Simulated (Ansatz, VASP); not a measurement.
# ZnAu in VASP and in Ansatz

```xyz
2
Lattice="3.1470 0.0000 0.0000 0.0000 3.1470 0.0000 0.0000 0.0000 3.1470" Properties=species:S:1:pos:R:3 pbc="T T T"
Zn    1.3375    1.3375    1.3375
Au    0.2360    0.2360    0.2360
```

Change from the starting cell: shortest bond scaled by 0.7, crystal datasets.

Alike in both runs: task electric field gradients; functional PBEsol; k mesh 10 × 10 × 10; occupations fermi-dirac, width 0.05 eV; no spin polarisation.

```csv
,VASP,Ansatz
version,VASP 6.6.1,Ansatz 0.2.0
potentials or method,"VASP PAW PBE potentials, release 64 (Zn, Au), cutoff 520 eV","all-electron PAW with datasets made for the crystal, scalar-relativistic"
```

|  | VASP | Ansatz | Ansatz less VASP |
| --- | --- | --- | --- |
| pressure (GPa) | 55.7 | 55.3 | -0.43 |
| traceless stress, the component that is largest in VASP (GPa) | 49.62 | 49.41 | -0.212 |
| rms of the force components (eV/Å) | 9.281 | 9.237 | -0.0449 |
| size of Vzz on the site where it differs most (V/Å²) | 168.6 | 62.6 | -105.94 |

VASP's potentials were made for PBE, not for PBEsol. Atom by atom the forces differ by 0.045 eV/Å (rms over components). Both programs put the cell under a high pressure, so it lies far from rest at this level. Ansatz ran all-electron here, and VASP with PAW potentials.

Neither program's run includes spin-orbit coupling.
